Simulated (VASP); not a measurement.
Crystal: WSe2.

```xyz
6
Lattice="3.2790 0.0000 0.0000 -1.6395 2.8397 0.0000 0.0000 0.0000 12.7885" Properties=species:S:1:pos:R:3 pbc="T T T"
W     0.0000    1.8931    3.1971
W     1.6395    0.9466    9.5914
Se    0.0000    1.8931    7.9070
Se    1.6395    0.9466    1.5127
Se    0.0000    1.8931   11.2758
Se    1.6395    0.9466    4.8815
```

```yaml
Program: VASP 6.6.1
Task: relaxation of cell and atoms
Functional: PBEsol
Potentials_or_basis: VASP PAW PBE potentials, release 64 (W_sv, Se)
Cutoff: 600 eV
k_mesh: 9 × 9 × 2
Occupations: gaussian, width 0.02 eV
Spin: no spin polarisation
```

At the start: pressure -0.7 GPa; volume 19.85 Å³/atom.

How do energy, volume and symmetry change on relaxing?

Over 10 steps the energy falls by 3.5 meV/atom and the volume is 20.51 Å³/atom (+3.3 %); space group P6_3/mmc (No. 194, to 0.05 Å).

The path:
```tsv
step	energy change (eV)	largest force (eV/Å)	pressure (GPa)	volume (Å³)
1	0.0000	0.2296	-0.72	119.08
2	0.0048	0.1712	2.21	117.54
3	-0.0034	0.0746	0.40	118.47
4	-0.0073	0.0690	0.37	118.85
5	-0.0153	0.0533	0.31	120.00
6	-0.0196	0.0236	0.35	122.27
7	-0.0164	0.0805	-1.16	124.66
8	-0.0210	0.0436	-0.20	123.12
9	-0.0178	0.1763	0.77	122.89
10	-0.0212	0.0043	0.01	123.07
```

Final structure:
```cif
data_structure
_symmetry_space_group_name_H-M 'P 1'
_symmetry_Int_Tables_number 1
_cell_length_a 3.2733
_cell_length_b 3.2733
_cell_length_c 13.2629
_cell_angle_alpha 90.000
_cell_angle_beta 90.000
_cell_angle_gamma 120.000
_cell_volume 123.07
loop_
_atom_site_label
_atom_site_type_symbol
_atom_site_fract_x
_atom_site_fract_y
_atom_site_fract_z
_atom_site_occupancy
W1 W 0.33333 0.66667 0.25000 1
W2 W 0.66667 0.33333 0.75000 1
Se1 Se 0.33333 0.66667 0.62358 1
Se2 Se 0.66667 0.33333 0.12358 1
Se3 Se 0.33333 0.66667 0.87642 1
Se4 Se 0.66667 0.33333 0.37642 1
```

Caveat: the PAW data sets were made with another functional, which shifts forces and pressure a little; this functional lacks dispersion, which binds the layers, so the pressure and a relaxed spacing across them are unreliable.
